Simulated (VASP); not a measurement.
# Si (Fd-3m) in VASP: a series of runs

Si is run at these levels: PBE; tasks: single point.

All numbers are computed with VASP 6.6.1; they aren't measurements. Logs are shortened: lines on timing, memory, paths and dates and some standing lists are left out, and cuts for length are marked.

### 1 The cell of the first run

It takes space group Fd-3m (No. 227, cubic). The conventional cell has a = 5.376 Å, b = 5.376 Å, c = 5.376 Å, α = 90.00°, β = 90.00°, γ = 90.00°. Si (site symmetry -43m) has 4 Si at 2.33 Å within 3.1 Å.

### 2 Single point, PBE (volume scaled by 0.97)

File INCAR:

```
SYSTEM = Si
  PREC = Accurate
  ENCUT = 520
  EDIFF = 1E-7
  ISMEAR = -1
  SIGMA = 0.08
  LREAL = .False.
  LASPH = .True.
  NELM = 60
  ALGO = Normal
  ISIF = 2
  LWAVE = .False.
  LCHARG = .False.
  GGA = PE
  NBANDS = 11
```

File KPOINTS:

```
Automatic mesh
0
Gamma
  11 11 11
  0 0 0
```

File POSCAR:

```
Si
1.0
    0.0000000000      2.6880391347      2.6880391347
    2.6880391347      0.0000000000      2.6880391347
    2.6880391347      2.6880391347      0.0000000000
Si
2
Direct
    0.5000000000      0.5000000000      0.5000000000
    0.7500000000      0.7500000000      0.7500000000
```

Potentials or basis: VASP PAW PBE potentials, release 64 (Si).

Launch:

```console
cat potpaw_PBE.64/Si/POTCAR > POTCAR
mpirun -np 1 vasp_std > vasp.out
```

OUTCAR:

```text
SYSTEM = Si
   PREC = Accurate
   ENCUT = 520
   EDIFF = 1E-7
   ISMEAR = -1
   LREAL = .False.
   LASPH = .True.
   NELM = 60
   ISIF = 2
   GGA = PE

 ion  position               nearest neighbor table
   1  0.500  0.500  0.500-   2 2.33   2 2.33   2 2.33   2 2.33
   2  0.750  0.750  0.750-   1 2.33   1 2.33   1 2.33   1 2.33

  LATTYP: Found a face centered cubic cell.
 ALAT       =     5.3760782694

  Lattice vectors:

 A1 = (   0.0000000000,   2.6880391347,   2.6880391347)
 A2 = (   2.6880391347,   0.0000000000,   2.6880391347)
 A3 = (   2.6880391347,   2.6880391347,   0.0000000000)

Analysis of symmetry for initial positions (statically):
=====================================================================
 Subroutine PRICEL returns:
 Original cell was already a primitive cell.

 Routine SETGRP: Setting up the symmetry group for a
 face centered cubic supercell.

 Subroutine GETGRP returns: Found 48 space group operations
 (whereof 24 operations were pure point group operations)
 out of a pool of 48 trial point group operations.

The static configuration has the point symmetry T_d .
 The point group associated with its full space group is O_h .

Analysis of symmetry for dynamics (positions and initial velocities):
=====================================================================
 Subroutine PRICEL returns:
 Original cell was already a primitive cell.

 Routine SETGRP: Setting up the symmetry group for a
 face centered cubic supercell.

 Subroutine GETGRP returns: Found 48 space group operations
 (whereof 24 operations were pure point group operations)
 out of a pool of 48 trial point group operations.

The dynamic configuration has the point symmetry T_d .
 The point group associated with its full space group is O_h .

 Subroutine INISYM returns: Found 48 space group operations
 (whereof 24 operations are pure point group operations),
 and found     1 'primitive' translations

----------------------------------------------------------------------------------------

                                     Primitive cell

  volume of cell :      38.8451

  direct lattice vectors                    reciprocal lattice vectors
     0.000000000  2.688039135  2.688039135    -0.186009197  0.186009197  0.186009197
     2.688039135  0.000000000  2.688039135     0.186009197 -0.186009197  0.186009197
     2.688039135  2.688039135  0.000000000     0.186009197  0.186009197 -0.186009197

  length of vectors
     3.801461400  3.801461400  3.801461400     0.322177379  0.322177379  0.322177379

  position of ions in fractional coordinates (direct lattice)
     0.500000000  0.500000000  0.500000000
     0.750000000  0.750000000  0.750000000

  ion indices of the primitive-cell ions
   primitive index   ion index
                 1           1
                 2           2

----------------------------------------------------------------------------------------

 KPOINTS: Automatic mesh

Automatic generation of k-mesh.
 Grid dimensions read from file:
 generate k-points for:   11   11   11

 Generating k-lattice:

  Cartesian coordinates                     Fractional coordinates (reciprocal lattice)
    -0.016909927  0.016909927  0.016909927     0.090909091  0.000000000  0.000000000
     0.016909927 -0.016909927  0.016909927     0.000000000  0.090909091  0.000000000
     0.016909927  0.016909927 -0.016909927     0.000000000  0.000000000  0.090909091

  Length of vectors
     0.029288853  0.029288853  0.029288853

  Shift w.r.t. Gamma in fractional coordinates (k-lattice)
     0.000000000  0.000000000  0.000000000

 Subroutine IBZKPT returns following result:
 ===========================================

 Found     56 irreducible k-points:

 Following reciprocal coordinates:
            Coordinates               Weight
  0.000000  0.000000  0.000000      1.000000
  0.090909  0.000000  0.000000      8.000000
  0.181818  0.000000  0.000000      8.000000
  0.272727  0.000000  0.000000      8.000000
  0.363636  0.000000  0.000000      8.000000
  0.454545  0.000000  0.000000      8.000000
[... 16 lines left out ...]
 -0.272727  0.181818  0.000000     24.000000
 -0.181818  0.181818  0.000000     12.000000
 [... further k-points ...]
   k-points           NKPTS =     56   k-points in BZ     NKDIM =     56   number of bands    NBANDS=     11
   number of dos      NEDOS =    301   number of ions     NIONS =      2
   total plane-waves  NPLWV =  21952
   dimension x,y,z NGX =    28 NGY =   28 NGZ =   28
   dimension x,y,z NGXF=    56 NGYF=   56 NGZF=   56
   ions per type =               2
   NGX,Y,Z   is equivalent  to a cutoff of  12.24, 12.24, 12.24 a.u.
   NGXF,Y,Z  is equivalent  to a cutoff of  24.49, 24.49, 24.49 a.u.
 SYSTEM =  Si
   PREC   = accura    normal or accurate (medium, high low for compatibility)
   ISTART =      0    job   : 0-new  1-cont  2-samecut
   ICHARG =      2    charge: 1-file 2-atom 10-const
   ISPIN  =      1    spin polarized calculation?
   LNONCOLLINEAR =      F non collinear calculations
   LSORBIT =      F    spin-orbit coupling
   LASPH  =      T    aspherical Exc in radial PAW
   ENCUT  =  520.0 eV  38.22 Ry    6.18 a.u.   7.07  7.07  7.07*2*pi/ulx,y,z
   NELM   =     60;   NELMIN=  2; NELMDL= -5     # of ELM steps
   EDIFF  = 0.1E-06   stopping-criterion for ELM
   LREAL  =      F    real-space projection
   EDIFFG = 0.1E-05   stopping-criterion for IOM
   NSW    =      0    number of steps for IOM
   IBRION =     -1    ionic relax: 0-MD 1-quasi-New 2-CG
   NFREE  =      0    steps in history (QN), initial steepest desc. (CG)
   ISIF   =      2    stress and relaxation
   ISYM   =      2    0-nonsym 1-usesym 2-fastsym
   POTIM  = 0.5000    time-step for ionic-motion
   TEBEG  =    0.0;   TEEND  =   0.0 temperature during run
   PSTRESS=    0.0 pullay stress
   NELECT =       8.0000    total number of electrons
   NUPDOWN=      -1.0000    fix difference up-down
   EMIN   =  10.00;   EMAX   =-10.00  energy-range for DOS
   EFERMI =   0.00;   METHOD = LEGACY
   ISMEAR =    -1;   SIGMA  =   0.08  broadening in eV -4-tet -1-fermi 0-gaus
   EFERMI_NEDOS =   21; number of points for ismear=-14 and -15
   IALGO  =     38    algorithm
   IMIX   =      4    mixing-type and parameters
     AMIX     =   0.40;   BMIX     =  1.00
     AMIX_MAG =   1.60;   BMIX_MAG =  1.00
  volume/ion in A,a.u.               =      19.42       131.07
  Fermi-wavevector in a.u.,A,eV,Ry     =   0.966776  1.826942 12.716767  0.934656
  Thomas-Fermi vector in A             =   2.096606
   LORBIT       =      0    0 simple, 1 ext, 2 COOP (PROOUT), +10 PAW based schemes
   GGA     = PE    functional components
[... 5 lines left out ...]
 non-spin polarized calculation
  energy-cutoff  :      520.00
  volume of cell :       38.85
 maximum number of plane-waves:      1055
   NGX = 15   NGY = 15   NGZ = 15

 number of electron       8.0000001 magnetization

 Free energy of the ion-electron system (eV)
  ---------------------------------------------------
  ext. energy  EPLUGINS =         0.00000000
  ---------------------------------------------------
  free energy    TOTEN  =       -10.81864948 eV

  energy without entropy =      -10.81825115  energy(sigma->0) =      -10.81845032

 E-fermi :   6.3853     XC(G=0):  -9.5284

 val. band max:        6.1367214189   @ k =   0.0000   0.0000   0.0000
 cond. band min:       6.6740266819   @ k =   0.4545   0.4545   0.0000
 fundamental gap:      0.5373052630
 Fermi energy:         6.3852839270

 k-point     1 :       0.0000    0.0000    0.0000
  band No.  band energies     occupation
      1      -6.0321      2.00000
      2       6.1367      1.91436
      3       6.1367      1.91436
      4       6.1367      1.91436
      5       8.7143      0.00000
      6       8.7143      0.00000
      7       8.7143      0.00000
      8       9.8643      0.00000
      9      13.8714      0.00000
     10      13.8714      0.00000
     11      14.2188      0.00000

 k-point     2 :       0.0909    0.0000    0.0000
  band No.  band energies     occupation
      1      -5.9209      2.00000
      2       5.1478      2.00000
      3       5.9637      1.98976
      4       5.9637      1.98976
      5       8.7960      0.00000
      6       8.9692      0.00000
      7       8.9692      0.00000
      8      10.5876      0.00000
      9      13.5549      0.00000
     10      13.5549      0.00000
     11      14.6815      0.00000

 k-point     3 :       0.1818    0.0000    0.0000
  band No.  band energies     occupation
      1      -5.5917      2.00000
      2       3.4413      2.00000
      3       5.6138      1.99987
      4       5.6138      1.99987
      5       8.5289      0.00000
      6       9.4526      0.00000
      7       9.4526      0.00000
      8      12.1392      0.00000
      9      13.1938      0.00000
     10      13.1938      0.00000
     11      15.4039      0.00000

 k-point     4 :       0.2727    0.0000    0.0000
  band No.  band energies     occupation
      1      -5.0605      2.00000
      2       1.7432      2.00000
      3       5.2834      2.00000
      4       5.2834      2.00000
      5       8.1925      0.00000
      6       9.6881      0.00000
      7       9.6881      0.00000
      8      13.5029      0.00000
      9      13.5029      0.00000
     10      13.6545      0.00000
     11      15.1787      0.00000
[... 239 lines left out ...]
 k-point    22 :      -0.3636    0.1818    0.0000
  band No.  band energies     occupation
      1      -3.5436      2.00000
      2      -0.3533      2.00000
      3       2.8092      2.00000
      4       4.6085      2.00000
      5       8.4326      0.00000
      6      10.5269      0.00000
      7      10.6337      0.00000
      8      13.9786      0.00000
      9      14.0478      0.00000
     10      14.9609      0.00000
     11      17.6662      0.00000

 k-point    23 :      -0.2727    0.1818    0.0000
  band No.  band energies     occupation
      1      -4.2414      2.00000
      2       0.8068      2.00000
      3       2.8817      2.00000
      4       5.0094      2.00000
      5       8.8347      0.00000
      6      10.4088      0.00000
      7      10.5608      0.00000
      8      12.6478      0.00000
      9      12.6644      0.00000
     10      16.4284      0.00000
     11      18.2985      0.00000

 k-point    24 :      -0.1818    0.1818    0.0000
  band No.  band energies     occupation
      1      -4.8777      2.00000
      2       2.0366      2.00000
      3       3.3675      2.00000
      4       5.4376      1.99999
      5       9.2083      0.00000
      6       9.9235      0.00000
      7      10.2428      0.00000
      8      11.9484      0.00000
      9      12.1979      0.00000
     10      16.3756      0.00000
     11      16.9707      0.00000

 [... further k-points ...]
[... 5 lines left out ...]
  --------------------------------------------------------------------------------------
  -------------------------------------------------------------------------------------
  Total        1.2308018      1.2308018      1.2308018     -0.0000000     -0.0000000      0.0000000
  in kB       50.7647137     50.7647137     50.7647137     -0.0000000     -0.0000000      0.0000000
  external PRESSURE =      50.7647137 kB  Pullay stress =       0.0000000 kB

 VOLUME and BASIS-vectors are now :
 -----------------------------------------------------------------------------
  energy-cutoff  :      520.00
  volume of cell :       38.85
      direct lattice vectors                 reciprocal lattice vectors
     0.000000000  2.688039135  2.688039135    -0.186009197  0.186009197  0.186009197
     2.688039135  0.000000000  2.688039135     0.186009197 -0.186009197  0.186009197
     2.688039135  2.688039135  0.000000000     0.186009197  0.186009197 -0.186009197

 POSITION                                       TOTAL-FORCE (eV/Angst)
 -----------------------------------------------------------------------------------
      2.68804      2.68804      2.68804        -0.000000     -0.000000     -0.000000
      4.03206      4.03206      4.03206         0.000000      0.000000      0.000000
 -----------------------------------------------------------------------------------
    total drift:                                0.000000      0.000000     -0.000000

  FREE ENERGIE OF THE ION-ELECTRON SYSTEM (eV)
  ---------------------------------------------------
  free  energy   TOTEN  =       -10.8186494846 eV

  energy  without entropy=      -10.8182511489  energy(sigma->0) =      -10.81845032
```

Wall time 19 s (1 thread of Intel Xeon 6975P-C (Granite Rapids), shared host); peak memory 0.15 GiB.

What came out:

```yaml
Free_energy: -10.8186 eV
Pressure: 5.1 GPa
Band_gap_on_the_k_mesh: 0.54 eV, indirect (least direct gap 2.58 eV)
```

 A k mesh can miss the band edges.

### 3 Single point, PBE (volume scaled by 1.03)

File INCAR:

```
SYSTEM = Si
PREC = Accurate
ENCUT = 520
EDIFF = 1E-7
ISMEAR = -1
SIGMA = 0.08
LREAL = .FALSE.
LASPH = .TRUE.
NELM = 100
ALGO = Normal
ISIF = 2
LWAVE = .FALSE.
LCHARG = .FALSE.
GGA = PE
NBANDS = 11
```

File KPOINTS:

```
Automatic mesh
0
G
  11 11 11
  0 0 0
```

File POSCAR:

```
Si
1.0
    0.0000000000      2.7423575902      2.7423575902
    2.7423575902      0.0000000000      2.7423575902
    2.7423575902      2.7423575902      0.0000000000
Si
2
Direct
    0.5000000000      0.5000000000      0.5000000000
    0.7500000000      0.7500000000      0.7500000000
```

Potentials or basis: VASP PAW PBE potentials, release 64 (Si).

Launch:

```console
cat potpaw_PBE.64/Si/POTCAR > POTCAR
mpirun -np 1 vasp_std > vasp.out
```

OUTCAR:

```text
SYSTEM = Si
   PREC = Accurate
   ENCUT = 520
   EDIFF = 1E-7
   ISMEAR = -1
   LREAL = .FALSE.
   LASPH = .TRUE.
   NELM = 100
   ISIF = 2
   GGA = PE

 ion  position               nearest neighbor table
   1  0.500  0.500  0.500-   2 2.37   2 2.37   2 2.37   2 2.37
   2  0.750  0.750  0.750-   1 2.37   1 2.37   1 2.37   1 2.37

  LATTYP: Found a face centered cubic cell.
 ALAT       =     5.4847151804

  Lattice vectors:

 A1 = (   0.0000000000,   2.7423575902,   2.7423575902)
 A2 = (   2.7423575902,   0.0000000000,   2.7423575902)
 A3 = (   2.7423575902,   2.7423575902,   0.0000000000)

Analysis of symmetry for initial positions (statically):
=====================================================================
 Subroutine PRICEL returns:
 Original cell was already a primitive cell.

 Routine SETGRP: Setting up the symmetry group for a
 face centered cubic supercell.

 Subroutine GETGRP returns: Found 48 space group operations
 (whereof 24 operations were pure point group operations)
 out of a pool of 48 trial point group operations.

The static configuration has the point symmetry T_d .
 The point group associated with its full space group is O_h .

Analysis of symmetry for dynamics (positions and initial velocities):
[... 164 lines left out ...]
 fundamental gap:      0.6525747051
 Fermi energy:         5.8337493296

 k-point     1 :       0.0000    0.0000    0.0000
  band No.  band energies     occupation
      1      -6.2264      2.00000
      2       5.5293      1.95649
      3       5.5293      1.95649
      4       5.5293      1.95649
      5       8.0825      0.00000
      6       8.0825      0.00000
      7       8.0825      0.00000
      8       8.5638      0.00000
      9      13.2338      0.00000
     10      13.2338      0.00000
     11      13.3731      0.00000
[... 309 lines left out ...]
 k-point    24 :      -0.1818    0.1818    0.0000
  band No.  band energies     occupation
      1      -5.1323      2.00000
      2       1.4918      2.00000
      3       2.9281      2.00000
      4       4.8577      1.99999
      5       8.4425      0.00000
      6       9.2406      0.00000
      7       9.5243      0.00000
      8      11.0977      0.00000
      9      11.6411      0.00000
     10      15.3267      0.00000
     11      16.0193      0.00000

 [... further k-points ...]
[... 5 lines left out ...]
  --------------------------------------------------------------------------------------
  -------------------------------------------------------------------------------------
  Total       -0.1989746     -0.1989746     -0.1989746      0.0000000      0.0000000     -0.0000000
  in kB       -7.7286902     -7.7286902     -7.7286902      0.0000000      0.0000000     -0.0000000
  external PRESSURE =      -7.7286902 kB  Pullay stress =       0.0000000 kB

 VOLUME and BASIS-vectors are now :
 -----------------------------------------------------------------------------
  energy-cutoff  :      520.00
  volume of cell :       41.25
      direct lattice vectors                 reciprocal lattice vectors
     0.000000000  2.742357590  2.742357590    -0.182324873  0.182324873  0.182324873
     2.742357590  0.000000000  2.742357590     0.182324873 -0.182324873  0.182324873
     2.742357590  2.742357590  0.000000000     0.182324873  0.182324873 -0.182324873

 POSITION                                       TOTAL-FORCE (eV/Angst)
 -----------------------------------------------------------------------------------
      2.74236      2.74236      2.74236        -0.000000     -0.000000     -0.000000
      4.11354      4.11354      4.11354         0.000000      0.000000      0.000000
 -----------------------------------------------------------------------------------
    total drift:                                0.000000     -0.000000     -0.000000

  FREE ENERGIE OF THE ION-ELECTRON SYSTEM (eV)
  ---------------------------------------------------
  free  energy   TOTEN  =       -10.8487815954 eV

  energy  without entropy=      -10.8485443643  energy(sigma->0) =      -10.84866298
```

OSZICAR:

```text
N       E                     dE             d eps       ncg     rms          rms(c)
DAV:   1     0.872917551222E+01    0.87292E+01   -0.33764E+03  1232   0.591E+02
DAV:   2    -0.104381088181E+02   -0.19167E+02   -0.18334E+02  1662   0.856E+01
DAV:   3    -0.110073418063E+02   -0.56923E+00   -0.56750E+00  1559   0.131E+01
DAV:   4    -0.110119743904E+02   -0.46326E-02   -0.46320E-02  1517   0.150E+00
DAV:   5    -0.110120187890E+02   -0.44399E-04   -0.44397E-04  1551   0.135E-01    0.470E+00
DAV:   6    -0.108996752420E+02    0.11234E+00   -0.62631E-02  1406   0.103E+00    0.286E+00
DAV:   7    -0.108472638355E+02    0.52411E-01   -0.12372E-01  1385   0.156E+00    0.161E-01
DAV:   8    -0.108485432963E+02   -0.12795E-02   -0.56672E-03  1412   0.402E-01    0.786E-02
DAV:   9    -0.108487561574E+02   -0.21286E-03   -0.20658E-04  1559   0.869E-02    0.576E-02
DAV:  10    -0.108487807951E+02   -0.24638E-04   -0.21762E-05  1474   0.268E-02    0.524E-03
DAV:  11    -0.108487813994E+02   -0.60423E-06   -0.19151E-06  1527   0.719E-03    0.303E-03
DAV:  12    -0.108487815535E+02   -0.15409E-06   -0.45993E-07  1406   0.419E-03    0.178E-03
DAV:  13    -0.108487815954E+02   -0.41971E-07   -0.41381E-09   891   0.440E-04
   1 F= -.10848782E+02 E0= -.10848663E+02  d E =-.237231E-03
```

stdout:

```text
POSCAR found type information on POSCAR Si
 POSCAR found :  1 types and       2 ions
 scaLAPACK will be used
 LDA part: xc-table for (Slater+PW92), standard interpolation
 POSCAR, INCAR and KPOINTS ok, starting setup
 FFT: planning ... GRIDC
 FFT: planning ... GRID_SOFT
 FFT: planning ... GRID
 WAVECAR not read
 entering main loop
```

It took 28 s on 1 thread of Intel Xeon 6975P-C (Granite Rapids), shared host; peak memory 0.16 GiB.

What came out:

```
Free energy            : -10.8488 eV
Pressure               : -0.8 GPa
Band gap on the k mesh : 0.65 eV, indirect (least direct gap 2.55 eV)
```

Levels at points of the mesh, in eV from the valence-band top:
```tsv
k point	band 1	band 2	band 3	band 4	band 5	band 6	band 7	band 8	band 9
(0.00, 0.00, 0.00)	-11.76	0.00	0.00	0.00	2.55	2.55	2.55	3.03	7.70
```

 A k mesh can miss the band edges.

[end of part 1 of 2]
